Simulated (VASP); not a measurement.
# TlMo2 (Fd-3m) in VASP: further runs, part 2 of 2

VASP 6.6.1. The steps go on from the part before.

### Step 3. Single point, PBE

This run uses another cell than the first one, of 19.68 Å³/atom, 1.048 times its volume.

File INCAR:

```
ALGO     = Fast           # electronic algorithm
EDIFF    = 1E-6           # SCF threshold, eV
ENCUT    = 520            # plane-wave cutoff, eV
GGA      = PE             # functional
ISIF     = 2              # what is computed and relaxed
ISMEAR   = 0              # smearing method
LASPH    = True           # aspherical terms in the spheres
LCHARG   = False          # write CHGCAR
LREAL    = False          # projectors in reciprocal space
LWAVE    = False          # write WAVECAR
NBANDS   = 50             # bands
NELM     = 100            # most SCF steps
PREC     = Accurate       # precision mode
SIGMA    = 0.1            # smearing width, eV
```

File KPOINTS:

```
k-points
0
Gamma
  4 4 4
```

File POSCAR:

```
TlMo2
1.0
    0.0000000000      3.8941666600      3.8941666600
    3.8941666600      0.0000000000      3.8941666600
    3.8941666600      3.8941666600      0.0000000000
Tl Mo
2 4
Direct
    0.0000000000      0.0000000000      0.0000000000
    0.2500000000      0.2500000000      0.2500000000
    0.6250000000      0.6250000000      0.6250000000
    0.1250000000      0.6250000000      0.6250000000
    0.6250000000      0.6250000000      0.1250000000
    0.6250000000      0.1250000000      0.6250000000
```

Potentials or basis: VASP PAW PBE potentials, release 64 (Tl_d, Mo_sv).

Started as:

```bash
cat potpaw_PBE.64/Tl_d/POTCAR potpaw_PBE.64/Mo_sv/POTCAR > POTCAR
mpirun -np 1 vasp_std > vasp.out
```

OUTCAR:

```text
EDIFF = 1E-6
   ENCUT = 520
   GGA = PE
   ISIF = 2
   ISMEAR = 0
   LASPH = True
   LREAL = False
   NELM = 100
   PREC = Accurate

 ion  position               nearest neighbor table
   1  0.000  0.000  0.000-   3 3.23   5 3.23   6 3.23   3 3.23   4 3.23   5 3.23   3 3.23   4 3.23
                             6 3.23   4 3.23   5 3.23   6 3.23   2 3.37   2 3.37   2 3.37   2 3.37
   2  0.250  0.250  0.250-   4 3.23   5 3.23   6 3.23   3 3.23   4 3.23   6 3.23   3 3.23   4 3.23
                             5 3.23   3 3.23   5 3.23   6 3.23   1 3.37   1 3.37   1 3.37   1 3.37
   3  0.625  0.625  0.625-   4 2.75   5 2.75   6 2.75   5 2.75   6 2.75   4 2.75   1 3.23   2 3.23
                             1 3.23   2 3.23   1 3.23   2 3.23
   4  0.125  0.625  0.625-   3 2.75   5 2.75   6 2.75   3 2.75   5 2.75   6 2.75   2 3.23   1 3.23
                             1 3.23   2 3.23   2 3.23   1 3.23
   5  0.625  0.625  0.125-   3 2.75   3 2.75   4 2.75   6 2.75   6 2.75   4 2.75   1 3.23   2 3.23
                             1 3.23   2 3.23   1 3.23   2 3.23
   6  0.625  0.125  0.625-   3 2.75   5 2.75   3 2.75   4 2.75   5 2.75   4 2.75   2 3.23   1 3.23
                             2 3.23   2 3.23   1 3.23   1 3.23

  LATTYP: Found a face centered cubic cell.
 ALAT       =     7.7883333200

  Lattice vectors:

 A1 = (   0.0000000000,   3.8941666600,   3.8941666600)
 A2 = (   3.8941666600,   0.0000000000,   3.8941666600)
 A3 = (   3.8941666600,   3.8941666600,   0.0000000000)

Analysis of symmetry for initial positions (statically):
=====================================================================
 Subroutine PRICEL returns:
 Original cell was already a primitive cell.

 Routine SETGRP: Setting up the symmetry group for a
 face centered cubic supercell.

 Subroutine GETGRP returns: Found 48 space group operations
 (whereof 24 operations were pure point group operations)
 out of a pool of 48 trial point group operations.

The static configuration has the point symmetry T_d .
 The point group associated with its full space group is O_h .

Analysis of symmetry for dynamics (positions and initial velocities):
[... 128 lines left out ...]
   GGA     = PE    functional components
   LHFCALC =     F    Hartree Fock is set to
   AEXX    =    0.0000 exact exchange contribution
   IVDW    =     0    specifies the selected vdW correction
   LEPSILON=     F    determine dielectric tensor
   LRPA    =     F    only Hartree local field effects (RPA)
 non-spin polarized calculation
 RMM-DIIS sequential band-by-band and
 Gauss-broadening in eV      SIGMA  =   0.10
  energy-cutoff  :      520.00
  volume of cell :      118.11
 maximum number of plane-waves:      3218
 NGX is ok and might be reduce to    42
   NGX = 21   NGY = 21   NGZ = 21

 number of electron      81.9999995 magnetization

 Free energy of the ion-electron system (eV)
  ---------------------------------------------------
  ext. energy  EPLUGINS =         0.00000000
  ---------------------------------------------------
  free energy    TOTEN  =       -43.68773695 eV

  energy without entropy =      -43.63270390  energy(sigma->0) =      -43.66022043

 E-fermi :   9.6849     XC(G=0): -12.0813

 val. band max:        9.6753293125   @ k =   0.5000   0.2500   0.0000
 cond. band min:       9.9174323670   @ k =  -0.2500   0.2500   0.0000
 fundamental gap:      0.2421030545
 Fermi energy:         9.6848902052

 k-point     1 :       0.0000    0.0000    0.0000
  band No.  band energies     occupation
      1     -51.2406      2.00000
      2     -51.0385      2.00000
      3     -51.0385      2.00000
      4     -51.0385      2.00000
      5     -26.0307      2.00000
      6     -25.5541      2.00000
[... 413 lines left out ...]
     49      11.9435      0.00000
     50      11.9435      0.00000

------------------------ aborting loop because EDIFF is reached ----------------------------------------

  FORCE on cell =-STRESS in cart. coord.  units (eV):
  Direction    XX          YY          ZZ          XY          YZ          ZX
  --------------------------------------------------------------------------------------
  -------------------------------------------------------------------------------------
  Total       -4.6236968     -4.6236968     -4.6236968      0.0000000      0.0000000      0.0000000
  in kB      -62.7229294    -62.7229294    -62.7229294      0.0000000      0.0000000      0.0000000
  external PRESSURE =     -62.7229294 kB  Pullay stress =       0.0000000 kB

 VOLUME and BASIS-vectors are now :
 -----------------------------------------------------------------------------
  energy-cutoff  :      520.00
  volume of cell :      118.11
      direct lattice vectors                 reciprocal lattice vectors
     0.000000000  3.894166660  3.894166660    -0.128397175  0.128397175  0.128397175
     3.894166660  0.000000000  3.894166660     0.128397175 -0.128397175  0.128397175
     3.894166660  3.894166660  0.000000000     0.128397175  0.128397175 -0.128397175

 POSITION                                       TOTAL-FORCE (eV/Angst)
 -----------------------------------------------------------------------------------
      0.00000      0.00000      0.00000         0.000000      0.000000      0.000000
      1.94708      1.94708      1.94708        -0.000000     -0.000000     -0.000000
      4.86771      4.86771      4.86771         0.000000      0.000000      0.000000
      4.86771      2.92062      2.92062         0.000000      0.000000      0.000000
      2.92062      2.92062      4.86771         0.000000      0.000000      0.000000
      2.92062      4.86771      2.92062         0.000000      0.000000      0.000000
 -----------------------------------------------------------------------------------
    total drift:                                0.000000      0.000000      0.000000

  FREE ENERGIE OF THE ION-ELECTRON SYSTEM (eV)
  ---------------------------------------------------
  free  energy   TOTEN  =       -43.6877369516 eV

  energy  without entropy=      -43.6327039028  energy(sigma->0) =      -43.66022043
```

OSZICAR:

```text
N       E                     dE             d eps       ncg     rms          rms(c)
DAV:   1     0.885727265124E+03    0.88573E+03   -0.49372E+04   824   0.167E+03
DAV:   2    -0.136030952432E+02   -0.89933E+03   -0.87739E+03   872   0.499E+02
DAV:   3    -0.453065166667E+02   -0.31703E+02   -0.30583E+02  1010   0.866E+01
DAV:   4    -0.459804268014E+02   -0.67391E+00   -0.66590E+00   920   0.987E+00
DAV:   5    -0.459928577889E+02   -0.12431E-01   -0.12413E-01   998   0.130E+00    0.220E+01
RMM:   6    -0.439578143086E+02    0.20350E+01   -0.41336E+00   803   0.103E+01    0.884E+00
RMM:   7    -0.436989452354E+02    0.25887E+00   -0.18660E+00   845   0.598E+00    0.322E+00
RMM:   8    -0.436884208750E+02    0.10524E-01   -0.22138E-01   880   0.220E+00    0.740E-01
RMM:   9    -0.436867540093E+02    0.16669E-02   -0.64546E-02   972   0.921E-01    0.147E-01
RMM:  10    -0.436876263058E+02   -0.87230E-03   -0.13582E-02  1019   0.367E-01    0.896E-02
RMM:  11    -0.436877093534E+02   -0.83048E-04   -0.17821E-03  1001   0.133E-01    0.428E-02
RMM:  12    -0.436877299687E+02   -0.20615E-04   -0.47590E-04  1020   0.666E-02    0.270E-02
RMM:  13    -0.436877346907E+02   -0.47219E-05   -0.13581E-04   997   0.323E-02    0.504E-03
RMM:  14    -0.436877365764E+02   -0.18858E-05   -0.33837E-05   867   0.155E-02    0.214E-03
RMM:  15    -0.436877369516E+02   -0.37513E-06   -0.58733E-06   686   0.573E-03
   1 F= -.43687737E+02 E0= -.43660220E+02  d E =-.550330E-01
```

Wall time 74 s (1 thread of AMD EPYC 7R13 (Zen 3), shared host); peak memory 0.23 GiB.

Results:

* Free energy: -43.6877 eV
* Pressure: -6.3 GPa
* Band gap on the k mesh: zero (band 41 reaches 11.06 eV, above the bottom of band 42 at 9.40 eV)

Caveat: spin-orbit coupling is left out, which moves the levels of the heavy elements.
